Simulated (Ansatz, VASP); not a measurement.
# Two plane-wave programs on Al6N

```xyz
7
Lattice="2.8930 0.0000 0.0000 -1.4465 2.5054 0.0000 0.0000 0.0000 13.8628" Properties=species:S:1:pos:R:3 pbc="T T T"
Al    0.0000    1.6703    1.2107
Al    1.4465    0.8351   12.6521
Al    1.4465    0.8351    5.7689
Al    0.0000    1.6703    8.0939
Al    0.0000    0.0000   10.3620
Al    0.0000    0.0000    3.5008
N     0.0000    0.0000    0.0000
```

Alike in both runs: functional PBE; k mesh 12 × 12 × 4; occupations gaussian, width 0.1 eV; no spin polarisation.

Ansatz relaxed the structure, and its values are those at the end. VASP's run is a single point on that final structure, the one shown.

```csv
,VASP,Ansatz
version,VASP 6.6.1,Ansatz 0.2.0
potentials or method,"VASP PAW PBE potentials, release 64 (Al, N), cutoff 520 eV","scalar-relativistic, plane waves, PAW"
valence electrons in the cell,23,23
```

Ansatz gave:

* gap on the k mesh at the Fermi level (eV): none
* pressure (GPa): 0.0
* rms of the force components (eV/Å): 0.000

Estimate VASP's values.

gap on the k mesh at the Fermi level (eV): none; pressure (GPa): -0.1; rms of the force components (eV/Å): 0.005.

A gap of «none» marks a metal or a gap that the smearing closes.
